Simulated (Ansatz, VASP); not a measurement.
# Na: VASP beside Ansatz

```
CELL_PARAMETERS angstrom
-2.08573 2.08573 2.08573
2.08573 -2.08573 2.08573
2.08573 2.08573 -2.08573
ATOMIC_POSITIONS crystal
Na 0.00000 0.00000 0.00000
```

Alike in both runs: task single point; functional PBEsol; k mesh 14 × 14 × 14; occupations gaussian, width 0.1 eV; non-collinear spin, spin-orbit coupling.

|  | VASP | Ansatz |
| --- | --- | --- |
| version | VASP 6.6.1 | Ansatz 0.2.0 |
| potentials or method | VASP PAW PBE potentials, release 64 (Na_pv), cutoff 500 eV | plane waves, PAW |
| valence electrons in the cell | 7 | 9 |

VASP gave:

- pressure (GPa): -0.1
- net moment per atom (μB): 0.00

**Question.** Which values does Ansatz return?

**Answer.** Pressure (GPa): 0.0; net moment per atom (μB): 0.00.

VASP's potentials were made for PBE, not for PBEsol, and Ansatz warns of the same on its side. The functional is the same, so the differences come from potentials, cutoffs and numerics. VASP's potentials hold 7 valence electrons a cell and Ansatz's 9, so a difference there can come from the potentials and not from the codes.
